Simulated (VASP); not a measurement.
SnO:

```
Sn O
1.0
     4.17457    0.00000    0.00000
    -2.08728    3.61528    0.00000
     0.00000    0.00000    5.23090
Sn O
2 2
Direct
  0.33333 0.66667 0.25000
  0.66667 0.33333 0.75000
  0.66667 0.33333 0.25000
  0.33333 0.66667 0.75000
```

```yaml
Program: VASP 6.6.1
Task: relaxation of cell and atoms
Functional: LDA
Potentials_or_basis: VASP PAW LDA potentials, release 64 (Sn_d, O)
Cutoff: 600 eV
k_mesh: 6 × 6 × 4
Occupations: fermi-dirac, width 0.02 eV
Spin: no spin polarisation
```

At the start: pressure -5.9 GPa; volume 19.74 Å³/atom.

Problem. Where does the relaxation end?

Solution. Over 5 steps the energy falls by 29.1 meV/atom and the volume is 18.25 Å³/atom (-7.5 %); space group P6_3/mmc (No. 194, to 0.05 Å).

The path:
```csv
step,energy change (eV),largest force (eV/Å),pressure (GPa),volume (Å³)
1,0.0000,0.0000,-5.86,78.95
2,-0.0988,0.0000,2.67,70.99
3,-0.1154,0.0000,0.00,73.03
4,-0.1160,0.0000,0.00,73.02
5,-0.1164,0.0000,0.00,72.99
```

Final structure:
```yaml
crystal:
  lattice:
    - [4.08116, 0.00000, 0.00000]
    - [-2.04058, 3.53439, 0.00000]
    - [0.00000, 0.00000, 5.06025]
  atoms:
    - { symbol: Sn, position: [0.33333, 0.66667, 0.25000] }
    - { symbol: Sn, position: [0.66667, 0.33333, 0.75000] }
    - { symbol: O, position: [0.66667, 0.33333, 0.25000] }
    - { symbol: O, position: [0.33333, 0.66667, 0.75000] }
```
